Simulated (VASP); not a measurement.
Runs of VASP 6.6.1 on As. The structure is that of space group Pm-3m (No. 221), or close to it. The cells are those of the table. 

```tsv
cell	gap on the mesh (eV)	pressure (GPa)
a = 2.623, b = 2.623, c = 2.704 Å, 1 atom	none	6.6
a = 2.623 Å, 1 atom	none	10.3
a = 2.623, b = 2.623, c = 2.785 Å, 1 atom	none	3.6
a = 2.785, b = 2.785, c = 2.704 Å, 1 atom	none	-4.1
a = 2.704, b = 2.704, c = 2.785 Å, 1 atom	none	-2.1
a = 2.704, b = 2.704, c = 2.623 Å, 1 atom	none	(b)
a = 2.785, b = 2.785, c = 2.623 Å, 1 atom	none	(a)
```

Alike in all rows: task single point; level r2SCAN; potentials or basis VASP PAW PBE potentials, release 64 (As); no spin polarisation; k mesh 18 × 18 × 18; cutoff (eV) 520; smearing gaussian 0.15 eV.

Task: Estimate the missing entries.

Result: (a) -1.7; (b) 3.3.

Caveats: the PAW data sets were made with another functional, which shifts forces and pressure a little; the cell stands under pressure (at least some runs); the stress differs along the axes, from -3 to 7 GPa (at least some runs); the cell stands under tension (at least some runs); the stress differs along the axes, from 1 to 7 GPa (at least some runs); the stress differs along the axes, from -5 to 6 GPa (at least some runs).

A k mesh can miss the band edges, and the runs leave out spin-orbit coupling on As.

A gap of «none» marks levels without a gap at the run's occupations.
